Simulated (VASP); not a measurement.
# Al (Cm) in VASP: single point with PBE+D3(BJ)

Aim: the single point of Al with PBE+D3(BJ).

All numbers are computed with VASP 6.6.1; they aren't measurements. Logs are shortened: lines on timing, memory, paths and dates and some standing lists are left out, and cuts for length are marked.

## Step 1: The cell of the first run

Symmetry: Cm, No. 8, monoclinic system. Conventional cell: a = 4.875 Å, b = 2.814 Å, c = 9.241 Å, α = 90.00°, β = 90.00°, γ = 90.00°. Al (site symmetry m) has 12 Al at 2.56 to 2.82 Å within 3.4 Å. Al (site symmetry m) has 12 Al at 2.56 to 3.13 Å within 3.4 Å. Within 3.7 Å of Al (site symmetry m) lie 12 Al at 2.81 to 3.13 Å. Al (site symmetry m) has 12 Al at 2.81 to 2.82 Å within 3.7 Å.

## Step 2: Single point, PBE+D3(BJ) (atom 2 (Al) moved by +0.140 Å along [1 2 0] and -0.280 Å along [0 0 1])

Input file INCAR:

```
SYSTEM = Al
  ALGO = Fast
  EDIFF = 1E-7
  ENCUT = 520
  GGA = PE
  ISIF = 2
  ISMEAR = 0
  IVDW = 12
  LASPH = .TRUE.
  LCHARG = .FALSE.
  LREAL = .FALSE.
  LWAVE = .FALSE.
  NBANDS = 14
  NELM = 60
  PREC = Accurate
  SIGMA = 0.15
```

Input file KPOINTS:

```
k-points
0
G
  18 18 4
  0 0 0
```

Input file POSCAR:

```
Al
1.0
    2.8144222650      0.0000000000      0.0000000000
   -1.4072111325      2.4373611785      0.0000000000
    0.0000000000      0.0000000000      9.2410470710
Al
4
Direct
    0.0000000000      0.0000000000      0.0000000000
    0.3620529177      0.7241058354      0.2197004032
    0.0000000000      0.0000000000      0.5000000000
    0.6666666667      0.3333333333      0.7500000000
```

Potentials or basis: VASP PAW PBE potentials, release 64 (Al).

The run is started by

```console
$ cat potpaw_PBE.64/Al/POTCAR > POTCAR
$ mpirun -np 1 vasp_std > vasp.out
```

OUTCAR:

```text
SYSTEM = Al
   EDIFF = 1E-7
   ENCUT = 520
   GGA = PE
   ISIF = 2
   ISMEAR = 0
   IVDW = 12
   LASPH = .TRUE.
   LREAL = .FALSE.
   NELM = 60
   PREC = Accurate
 IVDW          = 12

 ion  position               nearest neighbor table
   1  0.000  0.000  0.000-   2 2.56   2 2.56   2 2.69   4 2.82   4 2.82   4 2.82
   2  0.362  0.724  0.220-   1 2.56   1 2.56   1 2.69   3 3.02   3 3.02   3 3.13
   3  0.000  0.000  0.500-   4 2.82   4 2.82   4 2.82   2 3.02   2 3.02   2 3.13
   4  0.667  0.333  0.750-   1 2.82   3 2.82   1 2.82   3 2.82   1 2.82   3 2.82

  LATTYP: Found a hexagonal cell.
 ALAT       =     2.8144222650
 C/A-ratio  =     3.2834614713

  Lattice vectors:

 A1 = (   2.8144222650,   0.0000000000,   0.0000000000)
 A2 = (  -1.4072111325,   2.4373611785,   0.0000000000)
 A3 = (   0.0000000000,   0.0000000000,   9.2410470710)

Analysis of symmetry for initial positions (statically):
=====================================================================
 Subroutine PRICEL returns:
 Original cell was already a primitive cell.

 Routine SETGRP: Setting up the symmetry group for a
 hexagonal supercell.

 Subroutine GETGRP returns: Found  2 space group operations
 (whereof  2 operations were pure point group operations)
 out of a pool of 24 trial point group operations.

The static configuration has the point symmetry C_1h.

Analysis of symmetry for dynamics (positions and initial velocities):
=====================================================================
 Subroutine PRICEL returns:
 Original cell was already a primitive cell.

 Routine SETGRP: Setting up the symmetry group for a
 hexagonal supercell.

 Subroutine GETGRP returns: Found  2 space group operations
 (whereof  2 operations were pure point group operations)
 out of a pool of 24 trial point group operations.

The dynamic configuration has the point symmetry C_1h.

 Subroutine INISYM returns: Found  2 space group operations
 (whereof  2 operations are pure point group operations),
 and found     1 'primitive' translations

----------------------------------------------------------------------------------------

                                     Primitive cell

  volume of cell :      63.3914

  direct lattice vectors                    reciprocal lattice vectors
     2.814422265  0.000000000  0.000000000     0.355312709  0.205139888  0.000000000
    -1.407211133  2.437361178  0.000000000     0.000000000  0.410279777  0.000000000
     0.000000000  0.000000000  9.241047071     0.000000000  0.000000000  0.108212846

[... 103 lines left out ...]
   EFERMI_NEDOS =   21; number of points for ismear=-14 and -15
   IALGO  =     68    algorithm
   IMIX   =      4    mixing-type and parameters
     AMIX     =   0.40;   BMIX     =  1.00
     AMIX_MAG =   1.60;   BMIX_MAG =  1.00
  volume/ion in A,a.u.               =      15.85       106.95
  Fermi-wavevector in a.u.,A,eV,Ry     =   0.939994  1.776331 12.021957  0.883589
  Thomas-Fermi vector in A             =   2.067362
   LORBIT       =      0    0 simple, 1 ext, 2 COOP (PROOUT), +10 PAW based schemes
   GGA     = PE    functional components
   LHFCALC =     F    Hartree Fock is set to
   AEXX    =    0.0000 exact exchange contribution
   IVDW    =    12    specifies the selected vdW correction
   LEPSILON=     F    determine dielectric tensor
   LRPA    =     F    only Hartree local field effects (RPA)
 non-spin polarized calculation
 RMM-DIIS sequential band-by-band and
 Gauss-broadening in eV      SIGMA  =   0.15
  energy-cutoff  :      520.00
  volume of cell :       63.39
 maximum number of plane-waves:      1724
 NGX is ok and might be reduce to    24
   NGX = 11   NGY = 11   NGZ = 35

 number of electron      12.0000000 magnetization

 Free energy of the ion-electron system (eV)
  ---------------------------------------------------
  ext. energy  EPLUGINS =         0.00000000
  ---------------------------------------------------
  free energy    TOTEN  =       -14.66468948 eV

  energy without entropy =      -14.64758370  energy(sigma->0) =      -14.65613659

 E-fermi :   8.3911     XC(G=0): -10.3309

 val. band max:        8.3910253724   @ k =   0.4444   0.4444   0.2500
 cond. band min:       8.3960689297   @ k =   0.4444   0.3333   0.5000
 fundamental gap:      0.0050435573
 Fermi energy:         8.3911220410

 k-point     1 :       0.0000    0.0000    0.0000
  band No.  band energies     occupation
      1      -3.1277      2.00000
      2      -1.6177      2.00000
      3      -0.8906      2.00000
      4       3.7106      2.00000
      5       3.9080      2.00000
      6      11.6809      0.00000
      7      12.0169      0.00000
      8      19.1690      0.00000
      9      19.2786      0.00000
     10      19.3917      0.00000
     11      19.4404      0.00000
     12      20.3153      0.00000
     13      20.3212      0.00000
     14      20.6450      0.00000
[... 377 lines left out ...]
      1      -2.5915      2.00000
      2      -1.0875      2.00000
      3      -0.3602      2.00000
      4       4.2082      2.00000
      5       4.4269      2.00000
      6      12.1026      0.00000
      7      12.3726      0.00000
      8      14.5964      0.00000
      9      15.6598      0.00000
     10      15.8496      0.00000
     11      16.4475      0.00000
     12      17.1474      0.00000
     13      17.7981      0.00000
     14      19.4297      0.00000

 [... further k-points ...]

------------------------ aborting loop because EDIFF is reached ----------------------------------------

 Edisp (eV)   -1.40384

 E8    (eV) :    -0.6283

  FORCE on cell =-STRESS in cart. coord.  units (eV):
  Direction    XX          YY          ZZ          XY          YZ          ZX
  --------------------------------------------------------------------------------------
  -------------------------------------------------------------------------------------
  Total       0.61098     0.25164     1.45861     0.00000    -0.33193     0.00000
  in kB      15.44219     6.35994    36.86540     0.00000    -8.38929     0.00000
  external pressure =       19.56 kB  Pullay stress =        0.00 kB

 VOLUME and BASIS-vectors are now :
 -----------------------------------------------------------------------------
  energy-cutoff  :      520.00
  volume of cell :       63.39
      direct lattice vectors                 reciprocal lattice vectors
     2.814422265  0.000000000  0.000000000     0.355312709  0.205139888  0.000000000
    -1.407211133  2.437361178  0.000000000     0.000000000  0.410279777  0.000000000
     0.000000000  0.000000000  9.241047071     0.000000000  0.000000000  0.108212846

 POSITION                                       TOTAL-FORCE (eV/Angst)
 -----------------------------------------------------------------------------------
      0.00000      0.00000      0.00000        -0.000000      0.181106     -1.287415
     -0.00000      1.76491      2.03026         0.000000     -0.220037      1.766647
      0.00000      0.00000      4.62052         0.000000      0.022442     -0.503865
      1.40721      0.81245      6.93079         0.000000      0.016490      0.024634
 -----------------------------------------------------------------------------------
    total drift:                                0.000000      0.000002      0.000016

  FREE ENERGIE OF THE ION-ELECTRON SYSTEM (eV)
  ---------------------------------------------------
  free  energy   TOTEN  =       -16.0685299438 eV

  energy  without entropy=      -16.0514241675  energy(sigma->0) =      -16.05997706
```

OSZICAR:

```text
N       E                     dE             d eps       ncg     rms          rms(c)
DAV:   1     0.674791711297E+01    0.67479E+01   -0.41674E+03  9892   0.660E+02
DAV:   2    -0.141803566124E+02   -0.20928E+02   -0.19331E+02 12754   0.910E+01
DAV:   3    -0.148692499143E+02   -0.68889E+00   -0.68080E+00 13014   0.134E+01
DAV:   4    -0.148743230333E+02   -0.50731E-02   -0.50718E-02 11794   0.142E+00
DAV:   5    -0.148743850422E+02   -0.62009E-04   -0.62007E-04 13046   0.162E-01    0.295E+00
RMM:   6    -0.147140077229E+02    0.16038E+00   -0.78012E-02 10367   0.838E-01    0.165E+00
RMM:   7    -0.146812863169E+02    0.32721E-01   -0.11396E-02 10499   0.466E-01    0.922E-01
RMM:   8    -0.146657013657E+02    0.15585E-01   -0.66395E-03 11317   0.397E-01    0.158E-01
RMM:   9    -0.146647780152E+02    0.92335E-03   -0.79274E-04 11327   0.163E-01    0.102E-01
RMM:  10    -0.146647126124E+02    0.65403E-04   -0.12802E-04 11730   0.732E-02    0.830E-02
RMM:  11    -0.146646975285E+02    0.15084E-04   -0.41666E-05 11534   0.356E-02    0.698E-02
RMM:  12    -0.146646891702E+02    0.83583E-05   -0.16769E-05 11418   0.218E-02    0.195E-02
RMM:  13    -0.146646895170E+02   -0.34680E-06   -0.28920E-06 11982   0.106E-02    0.127E-02
RMM:  14    -0.146646894771E+02    0.39898E-07   -0.44191E-07 11236   0.477E-03
   1 F= -.16068530E+02 E0= -.16059977E+02  d E =-.171058E-01
```

stdout:

```text
POSCAR found type information on POSCAR Al
 POSCAR found :  1 types and       4 ions
 scaLAPACK will be used
 LDA part: xc-table for (Slater+PW92), standard interpolation
 POSCAR, INCAR and KPOINTS ok, starting setup
 FFT: planning ... GRIDC
 FFT: planning ... GRID_SOFT
 FFT: planning ... GRID
 WAVECAR not read
 entering main loop
```

Wall time 2.6 min (1 thread of Intel Xeon Platinum 8488C (Sapphire Rapids), shared host); peak memory 0.36 GiB.

Results:

```
Free energy                : -16.0685 eV
Pressure                   : 2.0 GPa
Largest force              : 1.780 eV/Å
Band gap on the k mesh     : zero (bands 6 and 7 overlap by 5.24 eV)
Dispersion energy per atom : -0.351 eV
```

Forces on the atoms (eV/Å):
```
Al   0.000  0.181 -1.287
Al   0.000 -0.220  1.767
Al   0.000  0.022 -0.504
Al   0.000  0.016  0.025
```

Caveat: the cell differs from its parent crystal (atom 2 (Al) moved by +0.140 Å along [1 2 0] and -0.280 Å along [0 0 1]); forces of over 1 eV/Å act on the atoms, so gaps and moduli don't describe the material at rest.
